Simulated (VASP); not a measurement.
# Li2Se (Fm-3m) in VASP: notebook, part 2 of 2

VASP 6.6.1. Earlier steps stand in the parts before.

## (3) Single point, HSE06+D3(BJ)

POSCAR reads:

```
Li2Se
1.0
    0.0000000000      3.0024997683      3.0024997683
    3.0024997683      0.0000000000      3.0024997683
    3.0024997683      3.0024997683      0.0000000000
Li Se
2 1
Direct
    0.2500000000      0.2500000000      0.2500000000
    0.7500000000      0.7500000000      0.7500000000
    0.0000000000      0.0000000000      0.0000000000
```

INCAR.step1 reads:

```
SYSTEM = Li2Se
PREC     = Accurate       ! precision mode
ENCUT    = 650            ! plane-wave cutoff, eV
EDIFF    = 1E-5           ! SCF threshold, eV
ISMEAR   = 0              ! smearing method
SIGMA    = 0.05           ! smearing width, eV
LREAL    = .FALSE.        ! projectors in reciprocal space
LASPH    = .TRUE.         ! aspherical terms in the spheres
NELM     = 120            ! most SCF steps
ALGO     = Normal         ! electronic algorithm
ISIF     = 2              ! what is computed and relaxed
LWAVE    = .TRUE.         ! write WAVECAR
GGA      = PE             ! functional
NBANDS   = 13             ! bands
GGA_COMPAT= .FALSE.
```

INCAR.step2 reads:

```
SYSTEM = Li2Se
PREC     = Accurate       ! precision mode
ENCUT    = 650            ! plane-wave cutoff, eV
EDIFF    = 1E-6           ! SCF threshold, eV
ISMEAR   = 0              ! smearing method
SIGMA    = 0.05           ! smearing width, eV
LREAL    = .FALSE.        ! projectors in reciprocal space
LASPH    = .TRUE.         ! aspherical terms in the spheres
NELM     = 120            ! most SCF steps
ALGO     = Normal         ! electronic algorithm
ISIF     = 2              ! what is computed and relaxed
LWAVE    = .FALSE.        ! write WAVECAR
LCHARG   = .TRUE.         ! write CHGCAR
GGA      = PE             ! functional
LHFCALC  = .TRUE.         ! exact exchange
HFSCREEN = 0.2079         ! screening, 1/A
PRECFOCK = Normal       
IVDW     = 12             ! dispersion correction
VDW_S6   = 1.0          
VDW_S8   = 2.31         
VDW_A1   = 0.383        
VDW_A2   = 5.685        
LELF     = .TRUE.         ! ELF
LVHAR    = .TRUE.       
ISTART   = 1            
NBANDS   = 13             ! bands
GGA_COMPAT= .FALSE.
```

KPOINTS reads:

```
Automatic mesh
0
G
  4 4 4
  0 0 0
```

Potentials or basis: VASP PAW PBE potentials, release 64 (Li_sv, Se).

Command:

```bash
$ cat potpaw_PBE.64/Li_sv/POTCAR potpaw_PBE.64/Se/POTCAR > POTCAR
$ cp INCAR.step1 INCAR
$ mpirun -np 1 vasp_std > vasp.out
$ cp INCAR.step2 INCAR
$ mpirun -np 1 vasp_std > vasp.out
```

OUTCAR:

```text
SYSTEM = Li2Se
   PREC = Accurate
   ENCUT = 650
   EDIFF = 1E-6
   ISMEAR = 0
   LREAL = .FALSE.
   LASPH = .TRUE.
   NELM = 120
   ISIF = 2
   GGA = PE
   LHFCALC = .TRUE.
   HFSCREEN = 0.2079
   PRECFOCK = Normal
   IVDW = 12
   ISTART = 1
 IVDW          = 12

 ion  position               nearest neighbor table
   1  0.250  0.250  0.250-   3 2.60   3 2.60   3 2.60   3 2.60
   2  0.750  0.750  0.750-   3 2.60   3 2.60   3 2.60   3 2.60
   3  0.000  0.000  0.000-   2 2.60   2 2.60   2 2.60   1 2.60   2 2.60   1 2.60   1 2.60   1 2.60

[... 314 lines left out ...]

 E8    (eV) :    -0.5953

  FORCE on cell =-STRESS in cart. coord.  units (eV):
  Direction    XX          YY          ZZ          XY          YZ          ZX
  --------------------------------------------------------------------------------------
  -------------------------------------------------------------------------------------
  Total      -1.26430    -1.26430    -1.26430    -0.00000     0.00000    -0.00000
  in kB     -37.41822   -37.41822   -37.41822    -0.00000     0.00000    -0.00000
  external pressure =      -37.42 kB  Pullay stress =        0.00 kB

 VOLUME and BASIS-vectors are now :
 -----------------------------------------------------------------------------
  energy-cutoff  :      650.00
  volume of cell :       54.14
      direct lattice vectors                 reciprocal lattice vectors
     0.000000000  3.002499768  3.002499768    -0.166527906  0.166527906  0.166527906
     3.002499768  0.000000000  3.002499768     0.166527906 -0.166527906  0.166527906
     3.002499768  3.002499768  0.000000000     0.166527906  0.166527906 -0.166527906

 POSITION                                       TOTAL-FORCE (eV/Angst)
 -----------------------------------------------------------------------------------
      1.50125      1.50125      1.50125        -0.000000     -0.000000     -0.000000
      4.50375      4.50375      4.50375         0.000000      0.000000      0.000000
      0.00000      0.00000      0.00000         0.000000      0.000000      0.000000
 -----------------------------------------------------------------------------------
    total drift:                                0.000000      0.000000      0.000000

  FREE ENERGIE OF THE ION-ELECTRON SYSTEM (eV)
  ---------------------------------------------------
  free  energy   TOTEN  =       -13.4962177403 eV

  energy  without entropy=      -13.4962177403  energy(sigma->0) =      -13.49621774
```

OUTCAR.step1:

```text
SYSTEM = Li2Se
   PREC = Accurate
   ENCUT = 650
   EDIFF = 1E-5
   ISMEAR = 0
   LREAL = .FALSE.
[... 334 lines left out ...]
      1.50125      1.50125      1.50125         0.000000     -0.000000      0.000000
      4.50375      4.50375      4.50375        -0.000000     -0.000000     -0.000000
      0.00000      0.00000      0.00000         0.000000      0.000000      0.000000
 -----------------------------------------------------------------------------------
    total drift:                                0.000000      0.000000      0.000000

  FREE ENERGIE OF THE ION-ELECTRON SYSTEM (eV)
  ---------------------------------------------------
  free  energy   TOTEN  =       -11.1202713659 eV

  energy  without entropy=      -11.1202713659  energy(sigma->0) =      -11.12027137
```

OSZICAR.step1:

```text
N       E                     dE             d eps       ncg     rms          rms(c)
DAV:   1     0.475898859558E+02    0.47590E+02   -0.65162E+03   208   0.106E+03
DAV:   2    -0.345357415062E+01   -0.51043E+02   -0.47748E+02   233   0.206E+02
DAV:   3    -0.111660491427E+02   -0.77125E+01   -0.76714E+01   396   0.490E+01
DAV:   4    -0.113026936207E+02   -0.13664E+00   -0.13657E+00   251   0.951E+00
DAV:   5    -0.113060601181E+02   -0.33665E-02   -0.33661E-02   322   0.106E+00    0.276E+00
DAV:   6    -0.111265716351E+02    0.17949E+00   -0.24135E-01   241   0.193E+00    0.169E+00
DAV:   7    -0.111120393915E+02    0.14532E-01   -0.12128E-01   282   0.148E+00    0.752E-01
DAV:   8    -0.111201449627E+02   -0.81056E-02   -0.17074E-02   254   0.731E-01    0.268E-01
DAV:   9    -0.111199457841E+02    0.19918E-03   -0.56989E-04   277   0.136E-01    0.145E-01
DAV:  10    -0.111202679675E+02   -0.32218E-03   -0.63207E-04   233   0.118E-01    0.616E-02
DAV:  11    -0.111202713659E+02   -0.33984E-05   -0.40687E-05   300   0.360E-02
   1 F= -.11120271E+02 E0= -.11120271E+02  d E =-.235290E-22
```

Run time: 8.6 min. Hardware: 1 thread of Oxide Virtual Turin-like, shared host; peak memory 0.3 GiB.

Results:

```
Free energy                : -13.4962 eV
Pressure                   : -3.7 GPa
Band gap on the k mesh     : 3.83 eV (least direct gap 4.35 eV)
Dispersion energy per atom : -0.314 eV
```

Caveat: the k points lie up to 0.45 Å⁻¹ apart; the PAW data sets were made with another functional, which shifts forces and pressure a little. A k mesh can miss the band edges.

## (4) Single point, PBE-based global hybrid with 40 % exact exchange

POSCAR is that of step 3.

INCAR.step1 reads:

```
PREC = Accurate
ENCUT = 650
EDIFF = 1E-5
ISMEAR = 0
SIGMA = 0.05
LREAL = False
LASPH = True
NELM = 120
ALGO = Normal
ISIF = 2
LWAVE = True
LCHARG = False
NBANDS = 13
GGA = PE
GGA_COMPAT = False
```

INCAR.step2 reads:

```
PREC = Accurate
ENCUT = 650
EDIFF = 1E-6
ISMEAR = 0
SIGMA = 0.05
LREAL = False
LASPH = True
NELM = 120
ALGO = Normal
ISIF = 2
LWAVE = False
LCHARG = False
GGA = PE
LHFCALC = True
AEXX = 0.4
PRECFOCK = Normal
NBANDS = 13
ISTART = 1
GGA_COMPAT = False
```

KPOINTS reads:

```
regular mesh
0
Gamma
  4 4 4
```

Command:

```bash
$ cat potpaw_PBE.64/Li_sv/POTCAR potpaw_PBE.64/Se/POTCAR > POTCAR
$ cp INCAR.step1 INCAR
$ mpirun -np 1 vasp_std > vasp.out
$ cp INCAR.step2 INCAR
$ mpirun -np 1 vasp_std > vasp.out
```

Wall time 10 min (1 thread of Oxide Virtual Turin-like, shared host); peak memory 0.18 GiB.

The run converged. Its results:

```
Free energy            : -14.8916 eV
Pressure               : -1.3 GPa
Band gap on the k mesh : 5.50 eV (least direct gap 6.09 eV)
```

Levels at points of the mesh, in eV from the valence-band top:
```tsv
k point	band 4	band 5	band 6	band 7	band 8	band 9
(0.00, 0.00, 0.00)	0.00	0.00	0.00	6.09	8.52	8.52
(0.50, 0.00, 0.00)	-3.38	-0.59	-0.59	7.98	8.82	8.82
(0.50, 0.50, 0.00)	-2.68	-1.63	-1.63	5.50	9.03	13.63
```

Caveat: the k points lie up to 0.45 Å⁻¹ apart; the PAW data sets were made with another functional, which shifts forces and pressure a little. A k mesh can miss the band edges.

## (5) Overview

```csv
level,k mesh,cutoff (eV),grid for exact exchange (PRECFOCK),share of exact exchange,screening parameter,gap on the mesh (eV),pressure (GPa)
PBE,8 × 8 × 8,750,-,-,-,2.97,0.0
HSE06+D3(BJ),4 × 4 × 4,650,Normal,0.25,0.2079 1/Å,3.83,-3.7
PBE-based global hybrid with 40 % exact exchange,4 × 4 × 4,650,Normal,0.4,-,5.50,-1.3
```

Alike in all rows: task single point; potentials or basis VASP PAW PBE potentials, release 64 (Li_sv, Se); no spin polarisation; cell as given; smearing gaussian 0.05 eV.

Caveats: some runs use coarse meshes; the PAW data sets were made with another functional, which shifts forces and pressure a little (at least some runs).

Total energies depend on the potentials used, so only differences within one code and one set of settings carry meaning.
